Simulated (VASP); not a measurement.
# Te2Mo (P6_3/mmc) in VASP: a series of runs, part 2 of 2

VASP 6.6.1. The steps go on from the part before.

**3. Single point, PBE (biaxial strain in the a-b plane: +4.0 %, then relaxed in part)**

File INCAR:

```
SYSTEM = Te2Mo
PREC = Accurate
ENCUT = 520
EDIFF = 1E-7
ISMEAR = 0
SIGMA = 0.02
LREAL = .False.
LASPH = .True.
NELM = 60
ALGO = Normal
ISIF = 2
LWAVE = .False.
LCHARG = .True.
GGA = PE
LELF = .True.
LVHAR = .True.
NBANDS = 35
```

File KPOINTS:

```
regular mesh
0
Gamma
  12 12 2
  0 0 0
```

File POSCAR:

```
Te2Mo
1.0
    3.6989298689      0.0000000000      0.0000000000
   -1.8494649344      3.2033672333      0.0000000000
    0.0000000000      0.0000000000     14.9513869575
Te Mo
4 2
Direct
    0.3333333333      0.6666666667      0.6323675541
    0.6666666667      0.3333333333      0.1323675541
    0.6666666667      0.3333333333      0.3676324459
    0.3333333333      0.6666666667      0.8676324459
    0.3333333333      0.6666666667      0.2500000000
    0.6666666667      0.3333333333      0.7500000000
```

Potentials or basis: VASP PAW PBE potentials, release 64 (Te, Mo_sv).

Command:

```sh
> cat potpaw_PBE.64/Te/POTCAR potpaw_PBE.64/Mo_sv/POTCAR > POTCAR
> mpirun -np 1 vasp_std > vasp.out
```

OUTCAR:

```text
SYSTEM = Te2Mo
   PREC = Accurate
   ENCUT = 520
   EDIFF = 1E-7
   ISMEAR = 0
   LREAL = .False.
   LASPH = .True.
   NELM = 60
   ISIF = 2
   GGA = PE

 ion  position               nearest neighbor table
   1  0.333  0.667  0.632-   6 2.77   6 2.77   6 2.77   4 3.52
   2  0.667  0.333  0.132-   5 2.77   5 2.77   5 2.77   3 3.52
   3  0.667  0.333  0.368-   5 2.77   5 2.77   5 2.77   2 3.52
   4  0.333  0.667  0.868-   6 2.77   6 2.77   6 2.77   1 3.52
   5  0.333  0.667  0.250-   2 2.77   3 2.77   2 2.77   3 2.77   2 2.77   3 2.77
   6  0.667  0.333  0.750-   1 2.77   4 2.77   1 2.77   4 2.77   1 2.77   4 2.77

  LATTYP: Found a hexagonal cell.
 ALAT       =     3.6989298689
 C/A-ratio  =     4.0420844643

  Lattice vectors:

 A1 = (   3.6989298689,   0.0000000000,   0.0000000000)
 A2 = (  -1.8494649344,   3.2033672333,   0.0000000000)
 A3 = (   0.0000000000,   0.0000000000,  14.9513869575)

Analysis of symmetry for initial positions (statically):
=====================================================================
 Subroutine PRICEL returns:
 Original cell was already a primitive cell.

 Routine SETGRP: Setting up the symmetry group for a
 hexagonal supercell.

 Subroutine GETGRP returns: Found 24 space group operations
 (whereof 12 operations were pure point group operations)
 out of a pool of 24 trial point group operations.

The static configuration has the point symmetry D_3d.
 The point group associated with its full space group is D_6h.

Analysis of symmetry for dynamics (positions and initial velocities):
=====================================================================
 Subroutine PRICEL returns:
 Original cell was already a primitive cell.

 Routine SETGRP: Setting up the symmetry group for a
 hexagonal supercell.

 Subroutine GETGRP returns: Found 24 space group operations
 (whereof 12 operations were pure point group operations)
 out of a pool of 24 trial point group operations.

The dynamic configuration has the point symmetry D_3d.
 The point group associated with its full space group is D_6h.

 Subroutine INISYM returns: Found 24 space group operations
 (whereof 12 operations are pure point group operations),
 and found     1 'primitive' translations

----------------------------------------------------------------------------------------

                                     Primitive cell

  volume of cell :     177.1594

  direct lattice vectors                    reciprocal lattice vectors
     3.698929869  0.000000000  0.000000000     0.270348462  0.156085757  0.000000000
    -1.849464934  3.203367233  0.000000000     0.000000000  0.312171514  0.000000000
     0.000000000  0.000000000 14.951386958     0.000000000  0.000000000  0.066883427

  length of vectors
     3.698929869  3.698929869 14.951386958     0.312171514  0.312171514  0.066883427

  position of ions in fractional coordinates (direct lattice)
     0.333333333  0.666666667  0.632367554
     0.666666667  0.333333333  0.132367554
     0.666666667  0.333333333  0.367632446
     0.333333333  0.666666667  0.867632446
[... 35 lines left out ...]

 Found     38 irreducible k-points:

 Following reciprocal coordinates:
            Coordinates               Weight
  0.000000  0.000000  0.000000      1.000000
  0.083333 -0.000000  0.000000      6.000000
  0.166667 -0.000000  0.000000      6.000000
  0.250000 -0.000000  0.000000      6.000000
  0.333333  0.000000  0.000000      6.000000
  0.416667 -0.000000  0.000000      6.000000
[... 16 lines left out ...]
  0.250000 -0.000000  0.500000      6.000000
  0.333333  0.000000  0.500000      6.000000
 [... further k-points ...]
   k-points           NKPTS =     38   k-points in BZ     NKDIM =     38   number of bands    NBANDS=     35
   number of dos      NEDOS =    301   number of ions     NIONS =      6
   total plane-waves  NPLWV =  87808
   dimension x,y,z NGX =    28 NGY =   28 NGZ =  112
   dimension x,y,z NGXF=    56 NGYF=   56 NGZF=  224
   ions per type =               4   2
   NGX,Y,Z   is equivalent  to a cutoff of  12.58, 12.58, 12.45 a.u.
   NGXF,Y,Z  is equivalent  to a cutoff of  25.17, 25.17, 24.91 a.u.
 SYSTEM =  Te2Mo
   PREC   = accura    normal or accurate (medium, high low for compatibility)
   ISTART =      0    job   : 0-new  1-cont  2-samecut
   ICHARG =      2    charge: 1-file 2-atom 10-const
   ISPIN  =      1    spin polarized calculation?
   LNONCOLLINEAR =      F non collinear calculations
   LSORBIT =      F    spin-orbit coupling
   LASPH  =      T    aspherical Exc in radial PAW
   ENCUT  =  520.0 eV  38.22 Ry    6.18 a.u.   6.88  6.88 27.80*2*pi/ulx,y,z
   NELM   =     60;   NELMIN=  2; NELMDL= -5     # of ELM steps
   EDIFF  = 0.1E-06   stopping-criterion for ELM
   LREAL  =      F    real-space projection
   EDIFFG = 0.1E-05   stopping-criterion for IOM
   NSW    =      0    number of steps for IOM
   IBRION =     -1    ionic relax: 0-MD 1-quasi-New 2-CG
   NFREE  =      0    steps in history (QN), initial steepest desc. (CG)
   ISIF   =      2    stress and relaxation
   ISYM   =      2    0-nonsym 1-usesym 2-fastsym
   POTIM  = 0.5000    time-step for ionic-motion
   TEBEG  =    0.0;   TEEND  =   0.0 temperature during run
   PSTRESS=    0.0 pullay stress
   NELECT =      52.0000    total number of electrons
   NUPDOWN=      -1.0000    fix difference up-down
   EMIN   =  10.00;   EMAX   =-10.00  energy-range for DOS
   EFERMI =   0.00;   METHOD = LEGACY
   ISMEAR =     0;   SIGMA  =   0.02  broadening in eV -4-tet -1-fermi 0-gaus
   EFERMI_NEDOS =   21; number of points for ismear=-14 and -15
   IALGO  =     38    algorithm
   IMIX   =      4    mixing-type and parameters
     AMIX     =   0.40;   BMIX     =  1.00
     AMIX_MAG =   1.60;   BMIX_MAG =  1.00
  volume/ion in A,a.u.               =      29.53       199.26
  Fermi-wavevector in a.u.,A,eV,Ry     =   1.087981  2.055985 16.105242  1.183702
  Thomas-Fermi vector in A             =   2.224152
   LORBIT       =      0    0 simple, 1 ext, 2 COOP (PROOUT), +10 PAW based schemes
   GGA     = PE    functional components
   LHFCALC =     F    Hartree Fock is set to
   AEXX    =    0.0000 exact exchange contribution
   IVDW    =     0    specifies the selected vdW correction
   LEPSILON=     F    determine dielectric tensor
   LRPA    =     F    only Hartree local field effects (RPA)
 non-spin polarized calculation
 Gauss-broadening in eV      SIGMA  =   0.02
  energy-cutoff  :      520.00
  volume of cell :      177.16
 maximum number of plane-waves:      4804
 NGX is ok and might be reduce to    28
   NGX = 13   NGY = 13   NGZ = 55

 number of electron      52.0000002 magnetization

 Free energy of the ion-electron system (eV)
  ---------------------------------------------------
  ext. energy  EPLUGINS =         0.00000000
  ---------------------------------------------------
  free energy    TOTEN  =       -35.86828382 eV

  energy without entropy =      -35.86828382  energy(sigma->0) =      -35.86828382

 E-fermi :   6.4019     XC(G=0):  -9.4954

 val. band max:        6.1969239864   @ k =   0.0000   0.0000   0.0000
 cond. band min:       6.6949058927   @ k =   0.3333   0.3333   0.0000
 fundamental gap:      0.4979819062
 Fermi energy:         6.4018818234

 k-point     1 :       0.0000    0.0000    0.0000
  band No.  band energies     occupation
      1     -54.8138      2.00000
      2     -54.8138      2.00000
      3     -28.8864      2.00000
      4     -28.8864      2.00000
      5     -28.8864      2.00000
      6     -28.8864      2.00000
[... 901 lines left out ...]
     34       9.3184      0.00000
     35      11.1973      0.00000

 [... further k-points ...]

------------------------ aborting loop because EDIFF is reached ----------------------------------------

  FORCE on cell =-STRESS in cart. coord.  units (eV):
  Direction    XX          YY          ZZ          XY          YZ          ZX
  --------------------------------------------------------------------------------------
  -------------------------------------------------------------------------------------
  Total       -5.1452175     -5.1452175      0.0657929     -0.0000000      0.0000000      0.0000000
  in kB      -46.5318168    -46.5318168      0.5950117     -0.0000000      0.0000000      0.0000000
  external PRESSURE =     -30.8228740 kB  Pullay stress =       0.0000000 kB

 VOLUME and BASIS-vectors are now :
 -----------------------------------------------------------------------------
  energy-cutoff  :      520.00
  volume of cell :      177.16
      direct lattice vectors                 reciprocal lattice vectors
     3.698929869  0.000000000  0.000000000     0.270348462  0.156085757  0.000000000
    -1.849464934  3.203367233  0.000000000     0.000000000  0.312171514  0.000000000
     0.000000000  0.000000000 14.951386958     0.000000000  0.000000000  0.066883427

 POSITION                                       TOTAL-FORCE (eV/Angst)
 -----------------------------------------------------------------------------------
     -0.00000      2.13558      9.45477        -0.000000     -0.000000     -0.014714
      1.84946      1.06779      1.97908        -0.000000     -0.000000     -0.014714
      1.84946      1.06779      5.49661        -0.000000     -0.000000      0.014714
     -0.00000      2.13558     12.97231        -0.000000      0.000000      0.014714
     -0.00000      2.13558      3.73785        -0.000000     -0.000000      0.000000
      1.84946      1.06779     11.21354         0.000000      0.000000      0.000000
 -----------------------------------------------------------------------------------
    total drift:                               -0.000000      0.000000     -0.000000

  FREE ENERGIE OF THE ION-ELECTRON SYSTEM (eV)
  ---------------------------------------------------
  free  energy   TOTEN  =       -35.8682838217 eV

  energy  without entropy=      -35.8682838217  energy(sigma->0) =      -35.86828382
```

Run time: 3.9 min. Hardware: 1 thread of Intel Xeon Platinum 8375C at 2.90GHz (Ice Lake), shared host; peak memory 0.4 GiB.

What came out:

```yaml
Free_energy: -35.8683 eV
Pressure: -3.1 GPa
Largest_force: 0.015 eV/Å
Band_gap_on_the_k_mesh: 0.50 eV (least direct gap 0.77 eV)
```

Forces on the atoms (eV/Å):
```
Te   0.000  0.000 -0.015
Te   0.000  0.000 -0.015
Te   0.000  0.000  0.015
Te   0.000  0.000  0.015
Mo   0.000  0.000  0.000
Mo   0.000  0.000  0.000
```

Stress tensor (GPa, compression positive):
```
-4.65  0.00  0.00
 0.00 -4.65  0.00
 0.00  0.00  0.06
```

Levels at points of the mesh, in eV from the valence-band top:
```
           k point  band 22  band 23  band 24  band 25  band 26  band 27  band 28  band 29  band 30  band 31
(0.00, 0.00, 0.00)    -1.28    -1.28    -0.59    -0.54     0.00     2.42     2.42     2.46     2.46     2.69
(0.50, 0.00, 0.00)    -1.50    -0.94    -0.88    -0.85    -0.83     0.86     0.89     1.16     1.24     2.52
(0.00, 0.00, 0.50)    -1.29    -1.29    -1.29    -0.10    -0.10     2.44     2.44     2.44     2.44     2.73
(0.50, 0.00, 0.50)    -1.55    -0.89    -0.89    -0.85    -0.85     0.88     0.88     1.20     1.20     2.82
```

Caveat: the cell differs from its parent crystal (biaxial strain in the a-b plane: +4.0 %, then relaxed in part); the cell stands under tension; spin-orbit coupling is left out, which moves the levels of the heavy elements; this functional lacks dispersion, which binds layers or chains, so the pressure and a relaxed spacing across them are unreliable. A k mesh can miss the band edges.

**4. Single point, PBE (biaxial strain in the a-b plane: +4.0 %)**

File INCAR:

```
SYSTEM = Te2Mo
PREC = Accurate
ENCUT = 520
EDIFF = 1E-6
ISMEAR = 0
SIGMA = 0.02
LREAL = .False.
LASPH = .True.
NELM = 60
ALGO = Normal
ISIF = 2
LWAVE = .False.
LCHARG = .False.
GGA = PE
NBANDS = 35
```

File KPOINTS:

```
Automatic mesh
0
Gamma
  12 12 2
  0 0 0
```

File POSCAR:

```
Te2Mo
1.0
    3.6989298689      0.0000000000      0.0000000000
   -1.8494649344      3.2033672333      0.0000000000
    0.0000000000      0.0000000000     14.9636512279
Te Mo
4 2
Direct
    0.3333333333      0.6666666667      0.6322684957
    0.6666666667      0.3333333333      0.1322684957
    0.6666666667      0.3333333333      0.3677315043
    0.3333333333      0.6666666667      0.8677315043
    0.3333333333      0.6666666667      0.2500000000
    0.6666666667      0.3333333333      0.7500000000
```

Command:

```sh
> cat potpaw_PBE.64/Te/POTCAR potpaw_PBE.64/Mo_sv/POTCAR > POTCAR
> mpirun -np 1 vasp_std > vasp.out
```

Wall time 3.2 min (1 thread of Intel Xeon Platinum 8375C at 2.90GHz (Ice Lake), shared host); peak memory 0.4 GiB.

It converged, with:

| Quantity | Value |
| --- | --- |
| Free energy | -35.8682 eV |
| Pressure | -3.2 GPa |
| Largest force | 0.023 eV/Å |
| Band gap on the k mesh | 0.51 eV (least direct gap 0.77 eV) |

Forces on the atoms (eV/Å):
```
Te   0.000  0.000  0.023
Te   0.000  0.000  0.023
Te   0.000  0.000 -0.023
Te   0.000  0.000 -0.023
Mo   0.000  0.000  0.000
Mo   0.000  0.000  0.000
```

Stress tensor (GPa, compression positive):
```
-4.73  0.00  0.00
 0.00 -4.73  0.00
 0.00  0.00 -0.19
```

Levels at points of the mesh, in eV from the valence-band top:
| k point | band 24 | band 25 | band 26 | band 27 | band 28 | band 29 |
| --- | --- | --- | --- | --- | --- | --- |
| (0.00, 0.00, 0.00) | -0.58 | -0.55 | 0.00 | 2.42 | 2.42 | 2.47 |
| (0.50, 0.00, 0.00) | -0.87 | -0.83 | -0.82 | 0.87 | 0.90 | 1.16 |
| (0.00, 0.00, 0.50) | -1.28 | -0.10 | -0.10 | 2.44 | 2.44 | 2.44 |
| (0.50, 0.00, 0.50) | -0.88 | -0.84 | -0.84 | 0.89 | 0.89 | 1.21 |

Caveat: the cell differs from its parent crystal (biaxial strain in the a-b plane: +4.0 %); the cell stands under tension; spin-orbit coupling is left out, which moves the levels of the heavy elements; this functional lacks dispersion, which binds layers or chains, so the pressure and a relaxed spacing across them are unreliable. A k mesh can miss the band edges.

**5. Overview**

| cell | gap on the mesh (eV) | pressure (GPa) | largest force (eV/Å) |
| --- | --- | --- | --- |
| a = 3.628, b = 3.628, c = 15.141 Å, angles 90.0, 90.0, 120.0°, 6 atoms, atomic positions A | 0.81 | -1.6 | 0.01 |
| a = 3.699, b = 3.699, c = 14.951 Å, angles 90.0, 90.0, 120.0°, 6 atoms, atomic positions B | 0.50 | -3.1 | 0.01 |
| a = 3.699, b = 3.699, c = 14.964 Å, angles 90.0, 90.0, 120.0°, 6 atoms, atomic positions A | 0.51 | -3.2 | 0.02 |

Alike in all rows: task single point; level PBE; potentials or basis VASP PAW PBE potentials, release 64 (Te, Mo_sv); no spin polarisation; k mesh 12 × 12 × 2; cutoff (eV) 520; smearing gaussian 0.02 eV.

Caveats: spin-orbit coupling is left out, which moves the levels of the heavy elements; this functional lacks dispersion, which binds layers or chains, so the pressure and a relaxed spacing across them are unreliable; the cell stands under tension (at least some runs).

Absolute energies hang on the potentials; compare differences alone.
